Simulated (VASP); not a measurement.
# TiAl in VASP: notebook, part 3 of 3

VASP 6.6.1.

**6. Single point, PBE (one atom moved)**

The input, INCAR:

```
SYSTEM = TiAl
PREC = Accurate
ENCUT = 520
EDIFF = 1E-6
ISMEAR = 0
SIGMA = 0.1
LREAL = .False.
LASPH = .True.
NELM = 100
ALGO = Fast
ISIF = 2
LWAVE = .False.
LCHARG = .False.
GGA = PE
NBANDS = 14
```

The input, KPOINTS:

```
Automatic mesh
0
Gamma
  15 15 8
  0 0 0
```

The input, POSCAR:

```
TiAl
1.0
    2.8672622327      0.0000000000      0.0000000000
   -1.4336311163      2.4831219328      0.0000000000
    0.0000000000      0.0000000000      4.6780830000
Ti Al
1 1
Direct
    0.0313888276      0.0000000000      0.0000000000
    0.3333333333      0.6666666667      0.5000000000
```

Potentials or basis: VASP PAW PBE potentials, release 64 (Ti_sv, Al).

Command:

```sh
cat potpaw_PBE.64/Ti_sv/POTCAR potpaw_PBE.64/Al/POTCAR > POTCAR
mpirun -np 1 vasp_std > vasp.out
```

OUTCAR:

```text
SYSTEM = TiAl
   PREC = Accurate
   ENCUT = 520
   EDIFF = 1E-6
   ISMEAR = 0
   LREAL = .False.
   LASPH = .True.
   NELM = 100
   ISIF = 2
   GGA = PE

 ion  position               nearest neighbor table
   1  0.031  0.000  0.000-   2 2.82   2 2.82   2 2.87   2 2.87   2 2.91   2 2.91
   2  0.333  0.667  0.500-   1 2.82   1 2.82   1 2.87   1 2.87   1 2.91   1 2.91

  LATTYP: Found a hexagonal cell.
 ALAT       =     2.8672622327
 C/A-ratio  =     1.6315504549

  Lattice vectors:

 A1 = (   2.8672622327,   0.0000000000,   0.0000000000)
 A2 = (  -1.4336311163,   2.4831219328,   0.0000000000)
 A3 = (   0.0000000000,   0.0000000000,   4.6780830000)

Analysis of symmetry for initial positions (statically):
=====================================================================
 Subroutine PRICEL returns:
 Original cell was already a primitive cell.

 Routine SETGRP: Setting up the symmetry group for a
 hexagonal supercell.

 Subroutine GETGRP returns: Found  2 space group operations
 (whereof  2 operations were pure point group operations)
 out of a pool of 24 trial point group operations.

The static configuration has the point symmetry C_1h.

Analysis of symmetry for dynamics (positions and initial velocities):
=====================================================================
 Subroutine PRICEL returns:
 Original cell was already a primitive cell.

 Routine SETGRP: Setting up the symmetry group for a
 hexagonal supercell.

 Subroutine GETGRP returns: Found  2 space group operations
 (whereof  2 operations were pure point group operations)
 out of a pool of 24 trial point group operations.

The dynamic configuration has the point symmetry C_1h.

 Subroutine INISYM returns: Found  2 space group operations
 (whereof  2 operations are pure point group operations),
 and found     1 'primitive' translations

----------------------------------------------------------------------------------------

                                     Primitive cell

  volume of cell :      33.3068

  direct lattice vectors                    reciprocal lattice vectors
     2.867262233  0.000000000  0.000000000     0.348764751  0.201359423  0.000000000
    -1.433631116  2.483121933  0.000000000     0.000000000  0.402718846  0.000000000
     0.000000000  0.000000000  4.678083000     0.000000000  0.000000000  0.213762774

  length of vectors
     2.867262233  2.867262233  4.678083000     0.402718846  0.402718846  0.213762774

  position of ions in fractional coordinates (direct lattice)
     0.031388828  0.000000000  0.000000000
     0.333333333  0.666666667  0.500000000

  ion indices of the primitive-cell ions
   primitive index   ion index
                 1           1
                 2           2

----------------------------------------------------------------------------------------

 KPOINTS: Automatic mesh

Automatic generation of k-mesh.
 Grid dimensions read from file:
 generate k-points for:   15   15    8

 Generating k-lattice:

  Cartesian coordinates                     Fractional coordinates (reciprocal lattice)
     0.023250983  0.013423962  0.000000000     0.066666667  0.000000000  0.000000000
     0.000000000  0.026847923  0.000000000     0.000000000  0.066666667  0.000000000
     0.000000000  0.000000000  0.026720347     0.000000000  0.000000000  0.125000000

  Length of vectors
     0.026847923  0.026847923  0.026720347

[... 40 lines left out ...]
   ions per type =               1   1
   NGX,Y,Z   is equivalent  to a cutoff of  13.92, 13.92, 12.79 a.u.
   NGXF,Y,Z  is equivalent  to a cutoff of  27.83, 27.83, 25.59 a.u.
 SYSTEM =  TiAl
   PREC   = accura    normal or accurate (medium, high low for compatibility)
   ISTART =      0    job   : 0-new  1-cont  2-samecut
   ICHARG =      2    charge: 1-file 2-atom 10-const
   ISPIN  =      1    spin polarized calculation?
   LNONCOLLINEAR =      F non collinear calculations
   LSORBIT =      F    spin-orbit coupling
   LASPH  =      T    aspherical Exc in radial PAW
   ENCUT  =  520.0 eV  38.22 Ry    6.18 a.u.   5.33  5.33  8.70*2*pi/ulx,y,z
   NELM   =    100;   NELMIN=  2; NELMDL= -5     # of ELM steps
   EDIFF  = 0.1E-05   stopping-criterion for ELM
   LREAL  =      F    real-space projection
   EDIFFG = 0.1E-04   stopping-criterion for IOM
   NSW    =      0    number of steps for IOM
   IBRION =     -1    ionic relax: 0-MD 1-quasi-New 2-CG
   NFREE  =      0    steps in history (QN), initial steepest desc. (CG)
   ISIF   =      2    stress and relaxation
   ISYM   =      2    0-nonsym 1-usesym 2-fastsym
   POTIM  = 0.5000    time-step for ionic-motion
   TEBEG  =    0.0;   TEEND  =   0.0 temperature during run
   PSTRESS=    0.0 pullay stress
   NELECT =      15.0000    total number of electrons
   NUPDOWN=      -1.0000    fix difference up-down
   EMIN   =  10.00;   EMAX   =-10.00  energy-range for DOS
   EFERMI =   0.00;   METHOD = LEGACY
   ISMEAR =     0;   SIGMA  =   0.10  broadening in eV -4-tet -1-fermi 0-gaus
   EFERMI_NEDOS =   21; number of points for ismear=-14 and -15
   IALGO  =     68    algorithm
   IMIX   =      4    mixing-type and parameters
     AMIX     =   0.40;   BMIX     =  1.00
     AMIX_MAG =   1.60;   BMIX_MAG =  1.00
  volume/ion in A,a.u.               =      16.65       112.38
  Fermi-wavevector in a.u.,A,eV,Ry     =   1.254857  2.371335 21.424622  1.574665
  Thomas-Fermi vector in A             =   2.388641
   LORBIT       =      0    0 simple, 1 ext, 2 COOP (PROOUT), +10 PAW based schemes
   GGA     = PE    functional components
   LHFCALC =     F    Hartree Fock is set to
   AEXX    =    0.0000 exact exchange contribution
   IVDW    =     0    specifies the selected vdW correction
   LEPSILON=     F    determine dielectric tensor
   LRPA    =     F    only Hartree local field effects (RPA)
 non-spin polarized calculation
 RMM-DIIS sequential band-by-band and
 Gauss-broadening in eV      SIGMA  =   0.10
  energy-cutoff  :      520.00
  volume of cell :       33.31
 maximum number of plane-waves:       917
 NGX is ok and might be reduce to    24

 number of electron      15.0000000 magnetization

 Free energy of the ion-electron system (eV)
  ---------------------------------------------------
  ext. energy  EPLUGINS =         0.00000000
  ---------------------------------------------------
  free energy    TOTEN  =       -12.07930769 eV

  energy without entropy =      -12.06448385  energy(sigma->0) =      -12.07189577

 E-fermi :   7.8576     XC(G=0): -10.9317

 val. band max:        7.8572000673   @ k =   0.2000   0.1333   0.3750
 cond. band min:       7.8600770071   @ k =  -0.1333   0.3333   0.3750
 fundamental gap:      0.0028769397
 Fermi energy:         7.8576028200

 k-point     1 :       0.0000    0.0000    0.0000
  band No.  band energies     occupation
      1     -48.6687      2.00000
      2     -24.9856      2.00000
      3     -24.5755      2.00000
      4     -24.5686      2.00000
      5      -1.0616      2.00000
      6       5.5645      2.00000
      7       6.0290      2.00000
      8       9.1313      0.00000
      9       9.1409      0.00000
     10      10.6081      0.00000
     11      10.6460      0.00000
     12      11.7535      0.00000
     13      20.7556      0.00000
     14      20.7958      0.00000
[... 377 lines left out ...]
      1     -48.6569      2.00000
      2     -24.9738      2.00000
      3     -24.6427      2.00000
      4     -24.5926      2.00000
      5      -0.7308      2.00000
      6       5.9164      2.00000
      7       6.0660      2.00000
      8       8.8374      0.00000
      9       9.4013      0.00000
     10      10.5461      0.00000
     11      10.7013      0.00000
     12      11.8328      0.00000
     13      17.8609      0.00000
     14      18.1539      0.00000

 [... further k-points ...]

------------------------ aborting loop because EDIFF is reached ----------------------------------------

  FORCE on cell =-STRESS in cart. coord.  units (eV):
  Direction    XX          YY          ZZ          XY          YZ          ZX
  --------------------------------------------------------------------------------------
  -------------------------------------------------------------------------------------
  Total        0.0741733      0.0849716     -0.1929837     -0.2794454      0.0000000      0.0000000
  in kB        3.5679981      4.0874360     -9.2832023    -13.4423162      0.0000000      0.0000000
  external PRESSURE =      -0.5425894 kB  Pullay stress =       0.0000000 kB

 VOLUME and BASIS-vectors are now :
 -----------------------------------------------------------------------------
  energy-cutoff  :      520.00
  volume of cell :       33.31
      direct lattice vectors                 reciprocal lattice vectors
     2.867262233  0.000000000  0.000000000     0.348764751  0.201359423  0.000000000
    -1.433631116  2.483121933  0.000000000     0.000000000  0.402718846  0.000000000
     0.000000000  0.000000000  4.678083000     0.000000000  0.000000000  0.213762774

 POSITION                                       TOTAL-FORCE (eV/Angst)
 -----------------------------------------------------------------------------------
      0.09000      0.00000      0.00000        -0.175740      0.019659      0.000000
     -0.00000      1.65541      2.33904         0.175740     -0.019659      0.000000
 -----------------------------------------------------------------------------------
    total drift:                               -0.000250      0.000009      0.000000

  FREE ENERGIE OF THE ION-ELECTRON SYSTEM (eV)
  ---------------------------------------------------
  free  energy   TOTEN  =       -12.0793076935 eV

  energy  without entropy=      -12.0644838519  energy(sigma->0) =      -12.07189577
```

OSZICAR:

```text
N       E                     dE             d eps       ncg     rms          rms(c)
DAV:   1     0.978861090065E+02    0.97886E+02   -0.68304E+03 15826   0.110E+03
DAV:   2    -0.733232267547E+01   -0.10522E+03   -0.10107E+03 16390   0.304E+02
DAV:   3    -0.134285167608E+02   -0.60962E+01   -0.59613E+01 24776   0.668E+01
[... 22 lines left out ...]
RMM:  26    -0.120793088553E+02   -0.18921E-05   -0.19154E-05 18484   0.166E-02    0.800E-02
RMM:  27    -0.120793102361E+02   -0.13808E-05   -0.12945E-05 16503   0.135E-02    0.794E-02
RMM:  28    -0.120793096591E+02    0.57699E-06   -0.11750E-05 20938   0.176E-02    0.767E-02
RMM:  29    -0.120793085453E+02    0.11138E-05   -0.64793E-06 17101   0.143E-02    0.712E-02
RMM:  30    -0.120793076935E+02    0.85177E-06   -0.56276E-06 16416   0.121E-02
   1 F= -.12079308E+02 E0= -.12071896E+02  d E =-.148238E-01
```

Run time: 3.5 min. Hardware: 1 thread of Intel Xeon 6975P-C (Granite Rapids), shared host; peak memory 0.38 GiB.

What came out:

```yaml
Free_energy: -12.0793 eV
Pressure: -0.1 GPa
Largest_force: 0.177 eV/Å
```

Forces on the atoms (eV/Å):
```
Ti  -0.176  0.020  0.000
Al   0.176 -0.020  0.000
```

Caveat: the cell differs from its parent crystal (one atom moved).

**7. The runs side by side**

```csv
cell,k mesh,gap on the mesh (eV),pressure (GPa)
"a = 2.867, b = 2.867, c = 4.678 Å, angles 90.0, 90.0, 120.0°, 2 atoms",9 × 9 × 4,none,0.2
"a = 2.972, b = 2.972, c = 4.919 Å, angles 90.0, 90.0, 120.0°, 2 atoms",18 × 18 × 10,none,-10.1
"a = 3.015, b = 3.015, c = 4.848 Å, angles 90.0, 90.0, 120.0°, 2 atoms",18 × 18 × 10,none,-10.9
"a = 2.974, b = 2.974, c = 4.993 Å, angles 90.0, 90.0, 120.0°, 2 atoms",18 × 18 × 10,none,-11.0
"a = 2.867, b = 2.867, c = 4.678 Å, angles 90.0, 90.0, 120.0°, 2 atoms",15 × 15 × 8,none,-0.1
```

Some of these runs hold the atoms at other places in the same cell, which the table doesn't show; runs alike in all that it shows share one row.

Alike in all rows: task single point; level PBE; potentials or basis VASP PAW PBE potentials, release 64 (Ti_sv, Al); no spin polarisation; cutoff (eV) 520; smearing gaussian 0.1 eV.

Total energies depend on the potentials used, so only differences within one code and one set of settings carry meaning.
